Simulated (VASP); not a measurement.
# Se (Fm-3m) in VASP: single point with LDA

Aim: the single point of Se with LDA.

Everything below comes from runs of VASP 6.6.1. Logs are shortened: lines on timing, memory, paths and dates and some standing lists are left out, and cuts for length are marked.

**1. The cell of the first run**

The structure is cubic, space group Fm-3m (No. 225). The conventional cell has a = 5.668 Å, b = 5.668 Å, c = 5.668 Å, α = 90.00°, β = 90.00°, γ = 90.00°. Se (site symmetry m-3m) has 12 Se at 4.01 Å within 5.3 Å.

**2. Single point, LDA**

INCAR

```
PREC     = Accurate       # precision mode
ENCUT    = 520            # plane-wave cutoff, eV
EDIFF    = 1E-6           # SCF threshold, eV
ISMEAR   = -1             # smearing method
SIGMA    = 0.05           # smearing width, eV
LREAL    = False          # projectors in reciprocal space
LASPH    = True           # aspherical terms in the spheres
NELM     = 100            # most SCF steps
ALGO     = Normal         # electronic algorithm
ISIF     = 2              # what is computed and relaxed
LWAVE    = False          # write WAVECAR
LCHARG   = False          # write CHGCAR
NBANDS   = 9              # bands
```

KPOINTS

```
Automatic mesh
0
Gamma
  6 6 6
```

POSCAR

```
Se
1.0
    0.0000000000      2.8338000000      2.8338000000
    2.8338000000      0.0000000000      2.8338000000
    2.8338000000      2.8338000000      0.0000000000
Se
1
Direct
    0.2500000000      0.2500000000      0.2500000000
```

Potentials or basis: VASP PAW LDA potentials, release 64 (Se).

Command:

```
> cat potpaw_LDA.64/Se/POTCAR > POTCAR
> mpirun -np 1 vasp_std > vasp.out
```

OUTCAR:

```text
PREC = Accurate
   ENCUT = 520
   EDIFF = 1E-6
   ISMEAR = -1
   LREAL = False
   LASPH = True
   NELM = 100
   ISIF = 2

 ion  position               nearest neighbor table
   1  0.250  0.250  0.250-

  LATTYP: Found a face centered cubic cell.
 ALAT       =     5.6676000000

  Lattice vectors:

 A1 = (   0.0000000000,   2.8338000000,   2.8338000000)
 A2 = (   2.8338000000,   0.0000000000,   2.8338000000)
 A3 = (   2.8338000000,   2.8338000000,   0.0000000000)

Analysis of symmetry for initial positions (statically):
=====================================================================
 Subroutine PRICEL returns:
 Original cell was already a primitive cell.

 Routine SETGRP: Setting up the symmetry group for a
 face centered cubic supercell.

 Subroutine GETGRP returns: Found 48 space group operations
 (whereof 24 operations were pure point group operations)
 out of a pool of 48 trial point group operations.

The static configuration has the point symmetry T_d .
 The point group associated with its full space group is O_h .

Analysis of symmetry for dynamics (positions and initial velocities):
=====================================================================
 Subroutine PRICEL returns:
 Original cell was already a primitive cell.

 Routine SETGRP: Setting up the symmetry group for a
 face centered cubic supercell.

 Subroutine GETGRP returns: Found 48 space group operations
 (whereof 24 operations were pure point group operations)
 out of a pool of 48 trial point group operations.

The dynamic configuration has the point symmetry T_d .
 The point group associated with its full space group is O_h .

 Subroutine INISYM returns: Found 48 space group operations
 (whereof 24 operations are pure point group operations),
 and found     1 'primitive' translations

----------------------------------------------------------------------------------------

                                     Primitive cell

  volume of cell :      45.5132

  direct lattice vectors                    reciprocal lattice vectors
     0.000000000  2.833800000  2.833800000    -0.176441527  0.176441527  0.176441527
     2.833800000  0.000000000  2.833800000     0.176441527 -0.176441527  0.176441527
     2.833800000  2.833800000  0.000000000     0.176441527  0.176441527 -0.176441527

  length of vectors
     4.007598393  4.007598393  4.007598393     0.305605690  0.305605690  0.305605690
[... 71 lines left out ...]
   LREAL  =      F    real-space projection
   EDIFFG = 0.1E-04   stopping-criterion for IOM
   NSW    =      0    number of steps for IOM
   IBRION =     -1    ionic relax: 0-MD 1-quasi-New 2-CG
   NFREE  =      0    steps in history (QN), initial steepest desc. (CG)
   ISIF   =      2    stress and relaxation
   ISYM   =      2    0-nonsym 1-usesym 2-fastsym
   POTIM  = 0.5000    time-step for ionic-motion
   TEBEG  =    0.0;   TEEND  =   0.0 temperature during run
   PSTRESS=    0.0 pullay stress
   NELECT =       6.0000    total number of electrons
   NUPDOWN=      -1.0000    fix difference up-down
   EMIN   =  10.00;   EMAX   =-10.00  energy-range for DOS
   EFERMI =   0.00;   METHOD = LEGACY
   ISMEAR =    -1;   SIGMA  =   0.05  broadening in eV -4-tet -1-fermi 0-gaus
   EFERMI_NEDOS =   21; number of points for ismear=-14 and -15
   IALGO  =     38    algorithm
   IMIX   =      4    mixing-type and parameters
     AMIX     =   0.40;   BMIX     =  1.00
     AMIX_MAG =   1.60;   BMIX_MAG =  1.00
  volume/ion in A,a.u.               =      45.51       307.14
  Fermi-wavevector in a.u.,A,eV,Ry     =   0.833194  1.574508  9.445327  0.694212
  Thomas-Fermi vector in A             =   1.946377
   LORBIT       =      0    0 simple, 1 ext, 2 COOP (PROOUT), +10 PAW based schemes
   GGA     = CA    functional components
   LHFCALC =     F    Hartree Fock is set to
   AEXX    =    0.0000 exact exchange contribution
   IVDW    =     0    specifies the selected vdW correction
   LEPSILON=     F    determine dielectric tensor
   LRPA    =     F    only Hartree local field effects (RPA)
 non-spin polarized calculation
  energy-cutoff  :      520.00
  volume of cell :       45.51
 maximum number of plane-waves:      1243
 NGX is ok and might be reduce to    30
   NGX = 15   NGY = 15   NGZ = 15

 number of electron       6.0000001 magnetization

 Free energy of the ion-electron system (eV)
  ---------------------------------------------------
  ext. energy  EPLUGINS =         0.00000000
  ---------------------------------------------------
  free energy    TOTEN  =        -1.72845671 eV

  energy without entropy =       -1.70127073  energy(sigma->0) =       -1.71486372

 E-fermi :  -1.6539     XC(G=0):  -7.5125

 val. band max:       -1.6861098134   @ k =   0.3333   0.3333   0.0000
 cond. band min:      -1.5665157613   @ k =   0.5000   0.3333   0.1667
 fundamental gap:      0.1195940521
 Fermi energy:        -1.6539144298

 k-point     1 :       0.0000    0.0000    0.0000
  band No.  band energies     occupation
      1     -13.5296      2.00000
      2      -0.9347      0.00000
      3      -0.9347      0.00000
      4      -0.9347      0.00000
      5       3.6691      0.00000
      6       9.0818      0.00000
      7       9.0818      0.00000
      8       9.0818      0.00000
      9      11.9789      0.00000
[... 169 lines left out ...]
 k-point    16 :      -0.3333    0.5000    0.1667
  band No.  band energies     occupation
      1     -12.8639      2.00000
      2      -3.1681      2.00000
      3      -2.3973      2.00000
      4      -2.0515      1.99930
      5       5.6729      0.00000
      6       6.9680      0.00000
      7       9.5218      0.00000
      8      10.3858      0.00000
      9      14.2435      0.00000

------------------------ aborting loop because EDIFF is reached ----------------------------------------

  FORCE on cell =-STRESS in cart. coord.  units (eV):
  Direction    XX          YY          ZZ          XY          YZ          ZX
  --------------------------------------------------------------------------------------
  -------------------------------------------------------------------------------------
  Total       -2.4726958     -2.4726958     -2.4726958      0.0000000      0.0000000      0.0000000
  in kB      -87.0449728    -87.0449728    -87.0449728      0.0000000      0.0000000      0.0000000
  external PRESSURE =     -87.0449728 kB  Pullay stress =       0.0000000 kB

 VOLUME and BASIS-vectors are now :
 -----------------------------------------------------------------------------
  energy-cutoff  :      520.00
  volume of cell :       45.51
      direct lattice vectors                 reciprocal lattice vectors
     0.000000000  2.833800000  2.833800000    -0.176441527  0.176441527  0.176441527
     2.833800000  0.000000000  2.833800000     0.176441527 -0.176441527  0.176441527
     2.833800000  2.833800000  0.000000000     0.176441527  0.176441527 -0.176441527

 POSITION                                       TOTAL-FORCE (eV/Angst)
 -----------------------------------------------------------------------------------
      1.41690      1.41690      1.41690         0.000000      0.000000     -0.000000
 -----------------------------------------------------------------------------------
    total drift:                               -0.000000     -0.000000      0.000000

  FREE ENERGIE OF THE ION-ELECTRON SYSTEM (eV)
  ---------------------------------------------------
  free  energy   TOTEN  =        -1.7284567079 eV

  energy  without entropy=       -1.7012707279  energy(sigma->0) =       -1.71486372
```

stdout:

```text
POSCAR found type information on POSCAR Se
 POSCAR found :  1 types and       1 ions
 scaLAPACK will be used
 LDA part: xc-table for (Slater(with rela. corr.)+CA(PZ))
 , standard interpolation
 POSCAR, INCAR and KPOINTS ok, starting setup
 FFT: planning ... GRIDC
 FFT: planning ... GRID_SOFT
 FFT: planning ... GRID
 WAVECAR not read
 entering main loop
```

Wall time 3.1 s (1 thread of Intel Xeon 6975P-C (Granite Rapids), shared host); peak memory 0.14 GiB.

What came out:

```
Free energy            : -1.7285 eV
Pressure               : -8.7 GPa
Band gap on the k mesh : zero (band 3 reaches -0.93 eV, above the bottom of band 4 at -2.05 eV)
```

Levels at points of the mesh, in eV from the Fermi level:
```csv
k point,band 1,band 2,band 3,band 4,band 5,band 6
"(0.00, 0.00, 0.00)",-11.88,0.72,0.72,0.72,5.32,10.74
"(0.50, 0.00, 0.00)",-11.38,-2.10,0.40,0.40,6.95,10.28
"(0.50, 0.50, 0.00)",-11.21,-1.83,-0.25,-0.25,6.29,7.43
```
